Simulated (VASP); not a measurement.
Set up this calculation in VASP 6.6.1, as the native input.

| Property | Result |
| --- | --- |
| Task | single point |
| Functional | PBE |
| Potentials or basis | VASP PAW PBE potentials, release 64 (P) |
| Cutoff | 520 eV |
| k mesh | 6 × 6 × 6 |
| Occupations | gaussian, width 0.1 eV |
| Spin | no spin polarisation |
| Dipole correction | no |
| Further INCAR settings | ALGO = Normal; EDIFF = 1e-07; NBANDS = 26 |

The structure of P lies in POSCAR:

```
P
1.0
    2.5653662900      1.4811149200      4.6370162400
   -2.5653662900      1.4811149200      4.6370162400
    0.0000000000     -2.9622298400      4.6370162400
P
7
Direct
    0.9825447100      0.3971602500      0.3971602500
    0.3971602500      0.9825447100      0.3971602500
    0.3971602500      0.3971602500      0.9825447100
    0.0174552900      0.6028397500      0.6028397500
    0.6028397500      0.0174552900      0.6028397500
    0.6028397500      0.6028397500      0.0174552900
    0.5000000000      0.5000000000      0.5000000000
```

One way to write it, as run:

INCAR

```
SYSTEM = P
PREC     = Accurate       ! precision mode
ENCUT    = 520            ! plane-wave cutoff, eV
EDIFF    = 1E-7           ! SCF threshold, eV
ISMEAR   = 0              ! smearing method
SIGMA    = 0.1            ! smearing width, eV
LREAL    = .False.        ! projectors in reciprocal space
LASPH    = .True.         ! aspherical terms in the spheres
NELM     = 80             ! most SCF steps
ALGO     = Normal         ! electronic algorithm
ISIF     = 2              ! what is computed and relaxed
LWAVE    = .False.        ! write WAVECAR
LCHARG   = .False.        ! write CHGCAR
GGA      = PE             ! functional
NBANDS   = 26             ! bands
```

KPOINTS

```
regular mesh
0
Gamma
  6 6 6
  0 0 0
```

Potentials or basis: VASP PAW PBE potentials, release 64 (P).

Run with:

```bash
$ cat potpaw_PBE.64/P/POTCAR > POTCAR
$ mpirun -np 1 vasp_std > vasp.out
```

It gave:

```
Pressure      : 29.0 GPa
Largest force : 1.338 eV/Å
```

Caveat: forces of over 1 eV/Å act on the atoms, so gaps and moduli don't describe the material at rest.

Wall time 72 s on 1 thread of AMD EPYC 9R45 96-Core Processor (Zen 5) (shared host), peak memory 0.23 GiB.
